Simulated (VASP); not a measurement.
# ZrB2 (P6/mmm) in VASP: notebook

The runs below take ZrB2 through single point, relaxation of cell and atoms, with PBEsol.

Program: VASP 6.6.1. These are calculated values, not measurements. Logs are shortened: lines on timing, memory, paths and dates and some standing lists are left out, and cuts for length are marked.

## (1) The cell of the first run

Symmetry: P6/mmm, No. 191, hexagonal system. Conventional cell: a = 3.155 Å, b = 3.155 Å, c = 3.507 Å, α = 90.00°, β = 90.00°, γ = 120.00°. Within 3.3 Å of Zr (site symmetry 6/mmm) lie 12 B at 2.53 Å and 6 Zr at 3.15 Å. Within 2.4 Å of B (site symmetry -6m2) lie 3 B at 1.82 Å.

## (2) Single point, PBEsol

The input, INCAR:

```
SYSTEM = ZrB2
PREC = Accurate ; ENCUT = 520
EDIFF = 1E-7 ; ISMEAR = 0
SIGMA = 0.1 ; LREAL = .False.
LASPH = .True. ; NELM = 60
ALGO = Normal ; ISIF = 2
LWAVE = .False. ; LCHARG = .False.
GGA = PS ; NBANDS = 16
```

The input, KPOINTS:

```
regular mesh
0
Gamma
  18 18 12
  0 0 0
```

The input, POSCAR:

```
ZrB2
1.0
    3.1548783236      0.0000000000      0.0000000000
   -1.5774391618      2.7322047741      0.0000000000
    0.0000000000      0.0000000000      3.5065992544
Zr B
1 2
Direct
    0.0000000000      0.0000000000      0.0000000000
    0.3333333333      0.6666666667      0.5000000000
    0.6666666667      0.3333333333      0.5000000000
```

Potentials or basis: VASP PAW PBE potentials, release 64 (Zr_sv, B).

Launch:

```
cat potpaw_PBE.64/Zr_sv/POTCAR potpaw_PBE.64/B/POTCAR > POTCAR
mpirun -np 1 vasp_std > vasp.out
```

OUTCAR:

```text
SYSTEM = ZrB2
   PREC = Accurate
   ENCUT = 520
   EDIFF = 1E-7
   ISMEAR = 0
   LREAL = .False.
   LASPH = .True.
   NELM = 60
   ISIF = 2
   GGA = PS

 ion  position               nearest neighbor table
   1  0.000  0.000  0.000-   2 2.53   3 2.53   2 2.53   3 2.53   3 2.53   3 2.53   2 2.53   2 2.53
                             3 2.53   3 2.53   2 2.53   2 2.53
   2  0.333  0.667  0.500-   3 1.82   3 1.82   3 1.82   1 2.53   1 2.53   1 2.53   1 2.53   1 2.53
                             1 2.53
   3  0.667  0.333  0.500-   2 1.82   2 1.82   2 1.82   1 2.53   1 2.53   1 2.53   1 2.53   1 2.53
                             1 2.53

  LATTYP: Found a hexagonal cell.
 ALAT       =     3.1548783236
 C/A-ratio  =     1.1114847847

  Lattice vectors:

 A1 = (   3.1548783236,   0.0000000000,   0.0000000000)
 A2 = (  -1.5774391618,   2.7322047741,   0.0000000000)
 A3 = (   0.0000000000,   0.0000000000,   3.5065992544)

Analysis of symmetry for initial positions (statically):
=====================================================================
 Subroutine PRICEL returns:
 Original cell was already a primitive cell.

 Routine SETGRP: Setting up the symmetry group for a
 hexagonal supercell.

 Subroutine GETGRP returns: Found 24 space group operations
 (whereof 24 operations were pure point group operations)
 out of a pool of 24 trial point group operations.

The static configuration has the point symmetry D_6h.

Analysis of symmetry for dynamics (positions and initial velocities):
=====================================================================
 Subroutine PRICEL returns:
 Original cell was already a primitive cell.

 Routine SETGRP: Setting up the symmetry group for a
 hexagonal supercell.

 Subroutine GETGRP returns: Found 24 space group operations
 (whereof 24 operations were pure point group operations)
 out of a pool of 24 trial point group operations.

The dynamic configuration has the point symmetry D_6h.

 Subroutine INISYM returns: Found 24 space group operations
 (whereof 24 operations are pure point group operations),
 and found     1 'primitive' translations

----------------------------------------------------------------------------------------

                                     Primitive cell

  volume of cell :      30.2261

  direct lattice vectors                    reciprocal lattice vectors
     3.154878324  0.000000000  0.000000000     0.316969435  0.183002389  0.000000000
    -1.577439162  2.732204774  0.000000000     0.000000000  0.366004777  0.000000000
     0.000000000  0.000000000  3.506599254     0.000000000  0.000000000  0.285176585
[... 90 lines left out ...]
   IBRION =     -1    ionic relax: 0-MD 1-quasi-New 2-CG
   NFREE  =      0    steps in history (QN), initial steepest desc. (CG)
   ISIF   =      2    stress and relaxation
   ISYM   =      2    0-nonsym 1-usesym 2-fastsym
   POTIM  = 0.5000    time-step for ionic-motion
   TEBEG  =    0.0;   TEEND  =   0.0 temperature during run
   PSTRESS=    0.0 pullay stress
   NELECT =      18.0000    total number of electrons
   NUPDOWN=      -1.0000    fix difference up-down
   EMIN   =  10.00;   EMAX   =-10.00  energy-range for DOS
   EFERMI =   0.00;   METHOD = LEGACY
   ISMEAR =     0;   SIGMA  =   0.10  broadening in eV -4-tet -1-fermi 0-gaus
   EFERMI_NEDOS =   21; number of points for ismear=-14 and -15
   IALGO  =     38    algorithm
   IMIX   =      4    mixing-type and parameters
     AMIX     =   0.40;   BMIX     =  1.00
     AMIX_MAG =   1.60;   BMIX_MAG =  1.00
  volume/ion in A,a.u.               =      10.08        67.99
  Fermi-wavevector in a.u.,A,eV,Ry     =   1.377331  2.602778 25.810807  1.897041
  Thomas-Fermi vector in A             =   2.502494
   LORBIT       =      0    0 simple, 1 ext, 2 COOP (PROOUT), +10 PAW based schemes
   GGA     = PS    functional components
   LHFCALC =     F    Hartree Fock is set to
   AEXX    =    0.0000 exact exchange contribution
   IVDW    =     0    specifies the selected vdW correction
   LEPSILON=     F    determine dielectric tensor
   LRPA    =     F    only Hartree local field effects (RPA)
 non-spin polarized calculation
 Gauss-broadening in eV      SIGMA  =   0.10
  energy-cutoff  :      520.00
  volume of cell :       30.23
 maximum number of plane-waves:       832
 NGX is ok and might be reduce to    24
   NGX = 11   NGY = 11   NGZ = 13

 number of electron      18.0000000 magnetization

 Free energy of the ion-electron system (eV)
  ---------------------------------------------------
  ext. energy  EPLUGINS =         0.00000000
  ---------------------------------------------------
  free energy    TOTEN  =       -26.40316216 eV

  energy without entropy =      -26.40210197  energy(sigma->0) =      -26.40263206

 E-fermi :  10.6614     XC(G=0): -12.6183

 val. band max:       10.6575381377   @ k =   0.2222   0.2222   0.0833
 cond. band min:      10.7038957136   @ k =   0.3889   0.2222   0.0000
 fundamental gap:      0.0463575759
 Fermi energy:        10.6614381054

 k-point     1 :       0.0000    0.0000    0.0000
  band No.  band energies     occupation
      1     -37.8258      2.00000
      2     -16.0618      2.00000
      3     -15.4759      2.00000
      4     -15.4759      2.00000
      5      -2.1566      2.00000
      6       7.9417      2.00000
[... 433 lines left out ...]
      3     -15.8744      2.00000
      4     -15.7735      2.00000
      5       1.2689      2.00000
      6       2.7894      2.00000
[... 8 lines left out ...]
     15      19.5393      0.00000
     16      20.3606      0.00000

 [... further k-points ...]

------------------------ aborting loop because EDIFF is reached ----------------------------------------

  FORCE on cell =-STRESS in cart. coord.  units (eV):
  Direction    XX          YY          ZZ          XY          YZ          ZX
  --------------------------------------------------------------------------------------
  -------------------------------------------------------------------------------------
  Total        0.0623311      0.0623311      0.0633712      0.0000000      0.0000000      0.0000000
  in kB        3.3039479      3.3039479      3.3590819      0.0000000      0.0000000      0.0000000
  external PRESSURE =       3.3223259 kB  Pullay stress =       0.0000000 kB

 VOLUME and BASIS-vectors are now :
 -----------------------------------------------------------------------------
  energy-cutoff  :      520.00
  volume of cell :       30.23
      direct lattice vectors                 reciprocal lattice vectors
     3.154878324  0.000000000  0.000000000     0.316969435  0.183002389  0.000000000
    -1.577439162  2.732204774  0.000000000     0.000000000  0.366004777  0.000000000
     0.000000000  0.000000000  3.506599254     0.000000000  0.000000000  0.285176585

 POSITION                                       TOTAL-FORCE (eV/Angst)
 -----------------------------------------------------------------------------------
      0.00000      0.00000      0.00000         0.000000      0.000000      0.000000
     -0.00000      1.82147      1.75330        -0.000000      0.000000      0.000000
      1.57744      0.91073      1.75330         0.000000      0.000000      0.000000
 -----------------------------------------------------------------------------------
    total drift:                               -0.000000      0.000000     -0.000000

  FREE ENERGIE OF THE ION-ELECTRON SYSTEM (eV)
  ---------------------------------------------------
  free  energy   TOTEN  =       -26.4031621619 eV

  energy  without entropy=      -26.4021019657  energy(sigma->0) =      -26.40263206
```

OSZICAR:

```text
N       E                     dE             d eps       ncg     rms          rms(c)
DAV:   1     0.102270331166E+03    0.10227E+03   -0.97305E+03  8288   0.113E+03
DAV:   2    -0.248425356534E+02   -0.12711E+03   -0.12195E+03 10792   0.290E+02
DAV:   3    -0.289089289385E+02   -0.40664E+01   -0.40503E+01 12848   0.450E+01
DAV:   4    -0.289695336125E+02   -0.60605E-01   -0.60594E-01  9952   0.494E+00
DAV:   5    -0.289706967019E+02   -0.11631E-02   -0.11631E-02 12608   0.487E-01    0.231E+01
DAV:   6    -0.264605024658E+02    0.25102E+01   -0.54089E+00 10840   0.158E+01    0.954E+00
DAV:   7    -0.264066950669E+02    0.53807E-01   -0.58855E-01 11512   0.488E+00    0.341E+00
DAV:   8    -0.264070814526E+02   -0.38639E-03   -0.97964E-02  9880   0.249E+00    0.392E-01
DAV:   9    -0.264035160646E+02    0.35654E-02   -0.18648E-02 10264   0.102E+00    0.207E-01
DAV:  10    -0.264031587012E+02    0.35736E-03   -0.18015E-03  9656   0.394E-01    0.347E-02
DAV:  11    -0.264031641413E+02   -0.54401E-05   -0.59905E-05 10736   0.732E-02    0.109E-02
DAV:  12    -0.264031624069E+02    0.17344E-05   -0.29348E-06 10544   0.150E-02    0.660E-03
DAV:  13    -0.264031621682E+02    0.23869E-06   -0.51901E-07 10776   0.646E-03    0.147E-03
DAV:  14    -0.264031621619E+02    0.62721E-08   -0.28111E-08  5040   0.146E-03
   1 F= -.26403162E+02 E0= -.26402632E+02  d E =-.106020E-02
```

stdout:

```text
POSCAR found type information on POSCAR ZrB
 POSCAR found :  2 types and       3 ions
 scaLAPACK will be used
 -----------------------------------------------------------------------------
|                                                                             |
|                                                                             |
|     You enforced a specific xc type in the INCAR file but a different       |
|     I HOPE YOU KNOW WHAT YOU ARE DOING!                                     |
|                                                                             |
 -----------------------------------------------------------------------------

 LDA part: xc-table for (Slater+PW92), standard interpolation
 POSCAR, INCAR and KPOINTS ok, starting setup
 FFT: planning ... GRIDC
 FFT: planning ... GRID_SOFT
 FFT: planning ... GRID
 WAVECAR not read
 entering main loop
```

It took 43 s on 1 thread of Intel Xeon 6975P-C (Granite Rapids), shared host; peak memory 0.24 GiB.

Results:

```
Free energy            : -26.4032 eV
Pressure               : 0.3 GPa
Band gap on the k mesh : zero (band 9 reaches 11.36 eV, above the bottom of band 10 at 10.11 eV)
```

Caveat: the PAW data sets were made with another functional, which shifts forces and pressure a little.

## (3) Relaxation of cell and atoms, PBEsol

This run uses another cell than the first one, of 10.18 Å³/atom, 1.010 times its volume.

The input, INCAR:

```
PREC = Accurate
ENCUT = 600
EDIFF = 1E-7
ISMEAR = 0
SIGMA = 0.1
LREAL = False
LASPH = True
NELM = 100
ALGO = Normal
ISIF = 3
LWAVE = False
LCHARG = False
GGA = PS
IBRION = 2
NSW = 100
EDIFFG = -0.005
```

The input, KPOINTS:

```
Automatic mesh
0
Gamma
  18 18 12
```

The input, POSCAR:

```
ZrB2
1.0
    3.1649998255      0.0000000000      0.0000000000
   -1.5824999128      2.7409702519      0.0000000000
    0.0000000000      0.0000000000      3.5200000000
Zr B
1 2
Direct
    0.0000000000      0.0000000000      0.0000000000
    0.3333333333      0.6666666667      0.5000000000
    0.6666666667      0.3333333333      0.5000000000
```

Potentials or basis: VASP PAW PBE potentials, release 64 (Zr_sv, B).

Launch:

```
cat potpaw_PBE.64/Zr_sv/POTCAR potpaw_PBE.64/B/POTCAR > POTCAR
mpirun -np 1 vasp_std > vasp.out
```

It took 2.8 min on 1 thread of Intel Xeon 6975P-C (Granite Rapids), shared host; peak memory 0.27 GiB.

It converged, with:

- Free energy: -26.4053 eV
- Relaxed volume: 10.09 Å³/atom
- Relaxed cell: a = 3.156 Å, b = 3.156 Å, c = 3.508 Å, α = 90.00°, β = 90.00°, γ = 120.00°
- Space group after relaxing (to 0.05 Å): P6/mmm (No. 191)
- Energy gained by relaxing: 0.6 meV/atom
- Ionic steps: 4
- Pressure after relaxing: 0.0 GPa
- Band gap on the k mesh: zero (band 9 reaches 11.34 eV, above the bottom of band 10 at 10.09 eV)

Step by step:
```
step  energy change (eV)  largest force (eV/Å)  pressure (GPa)  volume (Å³)
   1              0.0000                0.0000           -2.19        30.54
   2              0.0012                0.0000            2.89        29.93
   3             -0.0019                0.0000            0.00        30.27
   4             -0.0019                0.0000            0.00        30.27
```

Final structure:
```
Zr B
1.0
     3.15614    0.00000    0.00000
    -1.57807    2.73330    0.00000
     0.00000    0.00000    3.50844
Zr B
1 2
Direct
  0.00000 0.00000 0.00000
  0.33333 0.66667 0.50000
  0.66667 0.33333 0.50000
```

Levels at points of the mesh, in eV from the Fermi level:
| k point | band 6 | band 7 | band 8 | band 9 | band 10 | band 11 | band 12 | band 13 |
| --- | --- | --- | --- | --- | --- | --- | --- | --- |
| (0.00, 0.00, 0.00) | -2.72 | -2.72 | -2.69 | -2.34 | 3.42 | 3.42 | 4.25 | 4.25 |
| (0.50, 0.00, 0.00) | -8.50 | -3.98 | -3.10 | -2.80 | 2.25 | 2.30 | 4.99 | 5.08 |
| (0.00, 0.00, 0.50) | -7.06 | -1.00 | -1.00 | 0.25 | 0.25 | 0.74 | 0.74 | 1.86 |
| (0.50, 0.00, 0.50) | -7.01 | -4.72 | -4.24 | -2.00 | 3.80 | 4.12 | 5.38 | 6.41 |

Caveat: the PAW data sets were made with another functional, which shifts forces and pressure a little.
